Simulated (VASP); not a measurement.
# Ge (I4_1/amd) in VASP: further runs, part 2 of 2

VASP 6.6.1. The steps go on from the part before.

**3. Single point, r2SCAN (uniaxial strain along c: +6.0 %, then relaxed in part)**

POSCAR reads:

```
Ge
1.0
    2.8015646019      2.8015646019      0.0000000000
   -2.8015646019      2.8015646019      0.0000000000
    0.0000000000      0.0000000000      6.0153454677
Ge
4
Direct
    0.5000000000      0.5000000000      0.5000000000
    0.5000000000      0.0000000000      0.2500000000
    0.0000000000      0.0000000000      0.0000000000
    0.0000000000      0.5000000000      0.7500000000
```

INCAR.step1 reads:

```
PREC     = Accurate       # precision mode
ENCUT    = 520            # plane-wave cutoff, eV
ISMEAR   = 0              # smearing method
SIGMA    = 0.02           # smearing width, eV
LREAL    = False          # projectors in reciprocal space
LASPH    = True           # aspherical terms in the spheres
NELM     = 80             # most SCF steps
NBANDS   = 36             # bands
GGA      = PE             # functional
ALGO     = Normal         # electronic algorithm
EDIFF    = 1E-4           # SCF threshold, eV
LWAVE    = True           # write WAVECAR
LCHARG   = False          # write CHGCAR
```

INCAR.step2 reads:

```
PREC     = Accurate       # precision mode
ENCUT    = 520            # plane-wave cutoff, eV
EDIFF    = 1E-7           # SCF threshold, eV
ISMEAR   = 0              # smearing method
SIGMA    = 0.02           # smearing width, eV
LREAL    = False          # projectors in reciprocal space
LASPH    = True           # aspherical terms in the spheres
NELM     = 80             # most SCF steps
ALGO     = Normal         # electronic algorithm
ISIF     = 2              # what is computed and relaxed
LWAVE    = False          # write WAVECAR
LCHARG   = False          # write CHGCAR
METAGGA  = R2SCAN         # meta-GGA
LMIXTAU  = True         
NBANDS   = 36             # bands
ISTART   = 1
```

KPOINTS reads:

```
Automatic mesh
0
Gamma
  10 10 6
```

Potentials or basis: VASP PAW PBE potentials, release 64 (Ge_d).

Command:

```bash
$ cat potpaw_PBE.64/Ge_d/POTCAR > POTCAR
$ cp INCAR.step1 INCAR
$ mpirun -np 1 vasp_std > vasp.out
$ cp INCAR.step2 INCAR
$ mpirun -np 1 vasp_std > vasp.out
```

OUTCAR:

```text
PREC = Accurate
   ENCUT = 520
   EDIFF = 1E-7
   ISMEAR = 0
   LREAL = False
   LASPH = True
   NELM = 80
   ISIF = 2
   METAGGA = R2SCAN
   ISTART = 1

 ion  position               nearest neighbor table
   1  0.500  0.500  0.500-   2 2.49   4 2.49   2 2.49   4 2.49
   2  0.500  0.000  0.250-   1 2.49   3 2.49   1 2.49   3 2.49
   3  0.000  0.000  0.000-   2 2.49   4 2.49   4 2.49   2 2.49
   4  0.000  0.500  0.750-   1 2.49   3 2.49   3 2.49   1 2.49

  LATTYP: Found a simple tetragonal cell.
 ALAT       =     3.9620106559
[... 1147 lines left out ...]
     35      11.0994      0.00000
     36      11.9910      0.00000

 [... further k-points ...]
[... 5 lines left out ...]
  --------------------------------------------------------------------------------------
  -------------------------------------------------------------------------------------
  Total        0.0293207      0.0293207     -3.6864992      0.0000000      0.0000000      0.0000000
  in kB        0.4974991      0.4974991    -62.5508004      0.0000000      0.0000000      0.0000000
  external PRESSURE =     -20.5186007 kB  Pullay stress =       0.0000000 kB

 VOLUME and BASIS-vectors are now :
 -----------------------------------------------------------------------------
  energy-cutoff  :      520.00
  volume of cell :       94.43
      direct lattice vectors                 reciprocal lattice vectors
     2.801564602  2.801564602  0.000000000     0.178471701  0.178471701  0.000000000
    -2.801564602  2.801564602  0.000000000    -0.178471701  0.178471701  0.000000000
     0.000000000  0.000000000  6.015345468     0.000000000  0.000000000  0.166241491

 POSITION                                       TOTAL-FORCE (eV/Angst)
 -----------------------------------------------------------------------------------
      0.00000      2.80156      3.00767        -0.000000     -0.000000     -0.000000
      1.40078      1.40078      1.50384         0.000000      0.000000      0.000000
      0.00000      0.00000      0.00000         0.000000      0.000000     -0.000000
     -1.40078      1.40078      4.51151        -0.000000     -0.000000     -0.000000
 -----------------------------------------------------------------------------------
    total drift:                               -0.000000      0.000000      0.000000

  FREE ENERGIE OF THE ION-ELECTRON SYSTEM (eV)
  ---------------------------------------------------
  free  energy   TOTEN  =       -55.3846664729 eV

  energy  without entropy=      -55.3845939744  energy(sigma->0) =      -55.38463022
```

OUTCAR.step1:

```text
PREC = Accurate
   ENCUT = 520
   ISMEAR = 0
   LREAL = False
   LASPH = True
[... 1185 lines left out ...]
      0.00000      2.80156      3.00767         0.000000      0.000000      0.000000
      1.40078      1.40078      1.50384        -0.000000     -0.000000     -0.000000
      0.00000      0.00000      0.00000         0.000000      0.000000      0.000000
     -1.40078      1.40078      4.51151        -0.000000     -0.000000      0.000000
 -----------------------------------------------------------------------------------
    total drift:                               -0.000000      0.000000      0.000000

  FREE ENERGIE OF THE ION-ELECTRON SYSTEM (eV)
  ---------------------------------------------------
  free  energy   TOTEN  =       -17.9967023109 eV

  energy  without entropy=      -17.9966423378  energy(sigma->0) =      -17.99667232
```

It took 9.1 min on 1 thread of Intel Xeon 6975P-C (Granite Rapids), shared host; peak memory 0.33 GiB.

What came out:

```
Free energy            : -55.3847 eV
Pressure               : -2.1 GPa
Band gap on the k mesh : zero (filled and empty bands touch)
```

Caveat: the cell differs from its parent crystal (uniaxial strain along c: +6.0 %, then relaxed in part); the PAW data sets were made with another functional, which shifts forces and pressure a little.

**4. Single point, r2SCAN (biaxial strain in the a-b plane: -6.0 %)**

POSCAR reads:

```
Ge
1.0
    2.6671814810      2.6671814810      0.0000000000
   -2.6671814810      2.6671814810      0.0000000000
    0.0000000000      0.0000000000      5.8791489665
Ge
4
Direct
    0.5000000000      0.5000000000      0.5000000000
    0.5000000000      0.0000000000      0.2500000000
    0.0000000000      0.0000000000      0.0000000000
    0.0000000000      0.5000000000      0.7500000000
```

INCAR.step1 reads:

```
SYSTEM = Ge
ALGO = Normal
EDIFF = 1E-4
ENCUT = 520
GGA = PE
ISMEAR = 0
LASPH = .True.
LCHARG = .False.
LREAL = .False.
LWAVE = .True.
NBANDS = 36
NELM = 60
PREC = Accurate
SIGMA = 0.02
```

INCAR.step2 reads:

```
SYSTEM = Ge
ALGO = Normal
EDIFF = 1E-6
ENCUT = 520
ISIF = 2
ISMEAR = 0
ISTART = 1
LASPH = .True.
LCHARG = .False.
LMIXTAU = .True.
LREAL = .False.
LWAVE = .False.
METAGGA = R2SCAN
NBANDS = 36
NELM = 60
PREC = Accurate
SIGMA = 0.02
```

KPOINTS reads:

```
k-points
0
Gamma
  10 10 6
  0 0 0
```

Potentials or basis: VASP PAW PBE potentials, release 64 (Ge_d).

Command:

```bash
$ cat potpaw_PBE.64/Ge_d/POTCAR > POTCAR
$ cp INCAR.step1 INCAR
$ mpirun -np 1 vasp_std > vasp.out
$ cp INCAR.step2 INCAR
$ mpirun -np 1 vasp_std > vasp.out
```

OUTCAR:

```text
SYSTEM = Ge
   EDIFF = 1E-6
   ENCUT = 520
   ISIF = 2
   ISMEAR = 0
   ISTART = 1
   LASPH = .True.
   LREAL = .False.
   METAGGA = R2SCAN
   NELM = 60
   PREC = Accurate

 ion  position               nearest neighbor table
   1  0.500  0.500  0.500-   2 2.39   4 2.39   2 2.39   4 2.39
   2  0.500  0.000  0.250-   1 2.39   3 2.39   1 2.39   3 2.39
   3  0.000  0.000  0.000-   2 2.39   4 2.39   4 2.39   2 2.39
   4  0.000  0.500  0.750-   1 2.39   3 2.39   3 2.39   1 2.39

  LATTYP: Found a simple tetragonal cell.
 ALAT       =     3.7719642237
 C/A-ratio  =     1.5586438836

  Lattice vectors:

 A1 = (   2.6671814810,   2.6671814810,   0.0000000000)
 A2 = (  -2.6671814810,   2.6671814810,   0.0000000000)
 A3 = (   0.0000000000,   0.0000000000,   5.8791489665)

Analysis of symmetry for initial positions (statically):
=====================================================================
 Subroutine PRICEL returns following result:

  LATTYP: Found a body centered tetragonal cell.
 ALAT       =     3.7719642237
 C/A-ratio  =     1.5586438836

  Lattice vectors:

 A1 = (   2.6671814810,   0.0000000000,  -2.9395744832)
 A2 = (  -2.6671814810,   0.0000000000,  -2.9395744833)
 A3 = (   0.0000000000,   2.6671814810,   2.9395744833)

   2 primitive cells build up your supercell.

 Routine SETGRP: Setting up the symmetry group for a
 simple tetragonal supercell.

 Subroutine GETGRP returns: Found 16 space group operations
 (whereof  8 operations were pure point group operations)
 out of a pool of 16 trial point group operations.

The static configuration has the point symmetry D_2d.
 The point group associated with its full space group is D_4h.

Analysis of symmetry for dynamics (positions and initial velocities):
=====================================================================
 Subroutine PRICEL returns following result:

  LATTYP: Found a body centered tetragonal cell.
 ALAT       =     3.7719642237
 C/A-ratio  =     1.5586438836

  Lattice vectors:

 A1 = (   2.6671814810,   0.0000000000,  -2.9395744832)
 A2 = (  -2.6671814810,   0.0000000000,  -2.9395744833)
 A3 = (   0.0000000000,   2.6671814810,   2.9395744833)

   2 primitive cells build up your supercell.

 Routine SETGRP: Setting up the symmetry group for a
 simple tetragonal supercell.

 Subroutine GETGRP returns: Found 16 space group operations
 (whereof  8 operations were pure point group operations)
 out of a pool of 16 trial point group operations.

The dynamic configuration has the point symmetry D_2d.
 The point group associated with its full space group is D_4h.

 Subroutine INISYM returns: Found 16 space group operations
 (whereof  8 operations are pure point group operations),
 and found     2 'primitive' translations

----------------------------------------------------------------------------------------

                                     Primitive cell

  volume of cell :      41.8234

  direct lattice vectors                    reciprocal lattice vectors
     2.667181481  0.000000000 -2.939574483     0.187463809  0.187463809 -0.170092645
    -2.667181481  0.000000000 -2.939574483    -0.187463809  0.187463809 -0.170092645
[... 27 lines left out ...]
     0.000000000  0.000000000  0.028348774     0.000000000  0.000000000  0.166666667

  Length of vectors
     0.026511386  0.026511386  0.028348774

  Shift w.r.t. Gamma in fractional coordinates (k-lattice)
     0.000000000  0.000000000  0.000000000

 Subroutine IBZKPT returns following result:
 ===========================================

 Found     84 irreducible k-points:

 Following reciprocal coordinates:
            Coordinates               Weight
  0.000000  0.000000  0.000000      1.000000
  0.100000  0.000000  0.000000      4.000000
  0.200000  0.000000  0.000000      4.000000
  0.300000  0.000000  0.000000      4.000000
  0.400000  0.000000  0.000000      4.000000
  0.500000  0.000000  0.000000      2.000000
[... 16 lines left out ...]
  0.100000  0.000000  0.166667      8.000000
  0.200000  0.000000  0.166667      8.000000
 [... further k-points ...]
   k-points           NKPTS =     84   k-points in BZ     NKDIM =     84   number of bands    NBANDS=     36
   number of dos      NEDOS =    301   number of ions     NIONS =      4
   total plane-waves  NPLWV =  37632
   dimension x,y,z NGX =    28 NGY =   28 NGZ =   48
   dimension x,y,z NGXF=    56 NGYF=   56 NGZF=   96
   ions per type =               4
   NGX,Y,Z   is equivalent  to a cutoff of  12.34, 12.34, 13.57 a.u.
   NGXF,Y,Z  is equivalent  to a cutoff of  24.68, 24.68, 27.15 a.u.
 SYSTEM =  Ge
   PREC   = accura    normal or accurate (medium, high low for compatibility)
   ISTART =      1    job   : 0-new  1-cont  2-samecut
   ICHARG =      0    charge: 1-file 2-atom 10-const
   ISPIN  =      1    spin polarized calculation?
   LNONCOLLINEAR =      F non collinear calculations
   LSORBIT =      F    spin-orbit coupling
   LASPH  =      T    aspherical Exc in radial PAW
   ENCUT  =  520.0 eV  38.22 Ry    6.18 a.u.   7.01  7.01 10.93*2*pi/ulx,y,z
   NELM   =     60;   NELMIN=  2; NELMDL=  0     # of ELM steps
   EDIFF  = 0.1E-05   stopping-criterion for ELM
   LREAL  =      F    real-space projection
   EDIFFG = 0.1E-04   stopping-criterion for IOM
   NSW    =      0    number of steps for IOM
   IBRION =     -1    ionic relax: 0-MD 1-quasi-New 2-CG
   NFREE  =      0    steps in history (QN), initial steepest desc. (CG)
   ISIF   =      2    stress and relaxation
   ISYM   =      2    0-nonsym 1-usesym 2-fastsym
   POTIM  = 0.5000    time-step for ionic-motion
   TEBEG  =    0.0;   TEEND  =   0.0 temperature during run
   PSTRESS=    0.0 pullay stress
   NELECT =      56.0000    total number of electrons
   NUPDOWN=      -1.0000    fix difference up-down
   EMIN   =  10.00;   EMAX   =-10.00  energy-range for DOS
   EFERMI =   0.00;   METHOD = LEGACY
   ISMEAR =     0;   SIGMA  =   0.02  broadening in eV -4-tet -1-fermi 0-gaus
   EFERMI_NEDOS =   21; number of points for ismear=-14 and -15
   IALGO  =     38    algorithm
   IMIX   =      4    mixing-type and parameters
     AMIX     =   0.40;   BMIX     =  1.00
     AMIX_MAG =   1.60;   BMIX_MAG =  1.00
  volume/ion in A,a.u.               =      20.91       141.12
  Fermi-wavevector in a.u.,A,eV,Ry     =   1.432147  2.706366 27.906167  2.051045
  Thomas-Fermi vector in A             =   2.551806
   LORBIT       =      0    0 simple, 1 ext, 2 COOP (PROOUT), +10 PAW based schemes
   METAGGA = R2SCAN    functional components
   LHFCALC =     F    Hartree Fock is set to
   AEXX    =    0.0000 exact exchange contribution
   IVDW    =     0    specifies the selected vdW correction
   LEPSILON=     F    determine dielectric tensor
   LRPA    =     F    only Hartree local field effects (RPA)
 non-spin polarized calculation
 Gauss-broadening in eV      SIGMA  =   0.02
  energy-cutoff  :      520.00
  volume of cell :       83.65
 maximum number of plane-waves:      2284
   NGX = 15   NGY = 15   NGZ = 21

 number of electron      55.9999920 magnetization

 Free energy of the ion-electron system (eV)
  ---------------------------------------------------
  ext. energy  EPLUGINS =         0.00000000
  ---------------------------------------------------
  free energy    TOTEN  =       -55.14897709 eV

  energy without entropy =      -55.14890576  energy(sigma->0) =      -55.14894143

 E-fermi :   5.9452     XC(G=0): -11.2491

 val. band max:        5.9363004110   @ k =   0.0000   0.0000   0.0000
 cond. band min:       5.9610039144   @ k =   0.4000   0.4000   0.0000
 fundamental gap:      0.0247035034
 Fermi energy:         5.9452225252

 k-point     1 :       0.0000    0.0000    0.0000
  band No.  band energies     occupation
      1     -20.0686      2.00000
      2     -20.0686      2.00000
      3     -20.0145      2.00000
      4     -20.0145      2.00000
      5     -19.9834      2.00000
      6     -19.9683      2.00000
[... 925 lines left out ...]
     35      12.8842      0.00000
     36      13.8872      0.00000

 [... further k-points ...]
[... 5 lines left out ...]
  --------------------------------------------------------------------------------------
  -------------------------------------------------------------------------------------
  Total        5.7352323      5.7352323      0.5648070      0.0000000     -0.0000000      0.0000000
  in kB      109.8530201    109.8530201     10.8183512      0.0000000     -0.0000000      0.0000000
  external PRESSURE =      76.8414638 kB  Pullay stress =       0.0000000 kB

 VOLUME and BASIS-vectors are now :
 -----------------------------------------------------------------------------
  energy-cutoff  :      520.00
  volume of cell :       83.65
      direct lattice vectors                 reciprocal lattice vectors
     2.667181481  2.667181481  0.000000000     0.187463809  0.187463809  0.000000000
    -2.667181481  2.667181481  0.000000000    -0.187463809  0.187463809  0.000000000
     0.000000000  0.000000000  5.879148966     0.000000000  0.000000000  0.170092645

 POSITION                                       TOTAL-FORCE (eV/Angst)
 -----------------------------------------------------------------------------------
      0.00000      2.66718      2.93957         0.000000      0.000000      0.000000
      1.33359      1.33359      1.46979        -0.000000     -0.000000     -0.000000
      0.00000      0.00000      0.00000        -0.000000     -0.000000      0.000000
     -1.33359      1.33359      4.40936         0.000000      0.000000      0.000000
 -----------------------------------------------------------------------------------
    total drift:                               -0.000000      0.000000      0.000000

  FREE ENERGIE OF THE ION-ELECTRON SYSTEM (eV)
  ---------------------------------------------------
  free  energy   TOTEN  =       -55.1489770905 eV

  energy  without entropy=      -55.1489057608  energy(sigma->0) =      -55.14894143
```

It took 8.1 min on 1 thread of Intel Xeon Platinum 8259CL at 2.50GHz (Skylake/Cascade Lake), shared host; peak memory 0.31 GiB.

Results:

| Item | Value |
| --- | --- |
| Free energy | -55.1490 eV |
| Pressure | 7.7 GPa |
| Band gap on the k mesh | 0.02 eV |

Stress tensor (GPa, compression positive):
```
10.99  0.00  0.00
 0.00 10.99  0.00
 0.00  0.00  1.08
```

Levels at points of the mesh, in eV from the valence-band top:
```tsv
k point	band 25	band 26	band 27	band 28	band 29	band 30	band 31	band 32
(0.00, 0.00, 0.00)	-3.30	-0.94	0.00	0.00	0.76	1.19	1.19	2.30
(0.50, 0.00, 0.00)	-5.05	-5.05	-1.47	-1.47	2.75	2.75	4.83	4.83
(0.50, 0.50, 0.00)	-4.05	-4.05	-4.05	-4.05	0.27	0.27	0.27	0.27
(0.00, 0.00, 0.50)	-2.23	-2.23	-2.23	-2.23	1.49	1.49	2.99	2.99
(0.50, 0.00, 0.50)	-2.44	-2.44	-1.39	-1.39	0.16	0.16	3.67	3.67
(0.50, 0.50, 0.50)	-4.75	-4.75	-4.75	-4.75	3.74	3.74	3.74	3.74
```

Caveat: the cell differs from its parent crystal (biaxial strain in the a-b plane: -6.0 %); the PAW data sets were made with another functional, which shifts forces and pressure a little.

**5. Single point, r2SCAN (biaxial strain in the a-b plane: -6.0 %, then relaxed in part)**

Edit POSCAR of step 4 so:

```diff
@@ -4,3 +4,3 @@
    -2.6671814810      2.6671814810      0.0000000000
-    0.0000000000      0.0000000000      5.8791489665
+    0.0000000000      0.0000000000      5.9109481495
 Ge
```

INCAR.step1 reads:

```
  ALGO = Normal
  EDIFF = 1E-4
  ENCUT = 520
  GGA = PE
  ISMEAR = 0
  LASPH = T
  LCHARG = F
  LREAL = F
  LWAVE = T
  NBANDS = 36
  NELM = 100
  PREC = Accurate
  SIGMA = 0.02
```

INCAR.step2 reads:

```
  ALGO = Normal
  EDIFF = 1E-6
  ENCUT = 520
  ISIF = 2
  ISMEAR = 0
  ISTART = 1
  LASPH = T
  LCHARG = F
  LMIXTAU = T
  LREAL = F
  LWAVE = F
  METAGGA = R2SCAN
  NBANDS = 36
  NELM = 100
  PREC = Accurate
  SIGMA = 0.02
```

KPOINTS reads:

```
k-points
0
Gamma
  10 10 6
```

Command:

```bash
$ cat potpaw_PBE.64/Ge_d/POTCAR > POTCAR
$ cp INCAR.step1 INCAR
$ mpirun -np 1 vasp_std > vasp.out
$ cp INCAR.step2 INCAR
$ mpirun -np 1 vasp_std > vasp.out
```

Run time: 8 min. Hardware: 1 thread of Intel Xeon Platinum 8259CL at 2.50GHz (Skylake/Cascade Lake), shared host; peak memory 0.31 GiB.

The run converged. Its results:

| Item | Value |
| --- | --- |
| Free energy | -55.1510 eV |
| Pressure | 7.1 GPa |
| Band gap on the k mesh | zero (filled and empty bands touch) |

Stress tensor (GPa, compression positive):
```
10.59  0.00  0.00
 0.00 10.59  0.00
 0.00  0.00  0.14
```

Levels at points of the mesh, in eV from the Fermi level:
| k point | band 26 | band 27 | band 28 | band 29 | band 30 | band 31 |
| --- | --- | --- | --- | --- | --- | --- |
| (0.00, 0.00, 0.00) | -0.98 | 0.01 | 0.01 | 0.67 | 1.22 | 1.22 |
| (0.50, 0.00, 0.00) | -5.05 | -1.44 | -1.44 | 2.75 | 2.75 | 4.76 |
| (0.50, 0.50, 0.00) | -4.05 | -4.05 | -4.05 | 0.26 | 0.26 | 0.26 |
| (0.00, 0.00, 0.50) | -2.20 | -2.20 | -2.20 | 1.52 | 1.52 | 2.97 |
| (0.50, 0.00, 0.50) | -2.47 | -1.36 | -1.36 | 0.10 | 0.10 | 3.67 |
| (0.50, 0.50, 0.50) | -4.74 | -4.74 | -4.74 | 3.66 | 3.66 | 3.66 |

Caveat: the cell differs from its parent crystal (biaxial strain in the a-b plane: -6.0 %, then relaxed in part); the PAW data sets were made with another functional, which shifts forces and pressure a little.

**6. Summary**

| cell | gap on the mesh (eV) | pressure (GPa) |
| --- | --- | --- |
| a = 3.953, b = 3.953, c = 6.015 Å, 4 atoms | none | -1.8 |
| a = 3.962, b = 3.962, c = 6.015 Å, 4 atoms | none | -2.1 |
| a = 3.772, b = 3.772, c = 5.879 Å, 4 atoms | 0.02 | 7.7 |
| a = 3.772, b = 3.772, c = 5.911 Å, 4 atoms | none | 7.1 |

Alike in all rows: task single point; level r2SCAN; potentials or basis VASP PAW PBE potentials, release 64 (Ge_d); no spin polarisation; k mesh 10 × 10 × 6; cutoff (eV) 520; smearing gaussian 0.02 eV.

Caveats: the PAW data sets were made with another functional, which shifts forces and pressure a little.

Total energies depend on the potentials used, so only differences within one code and one set of settings carry meaning.
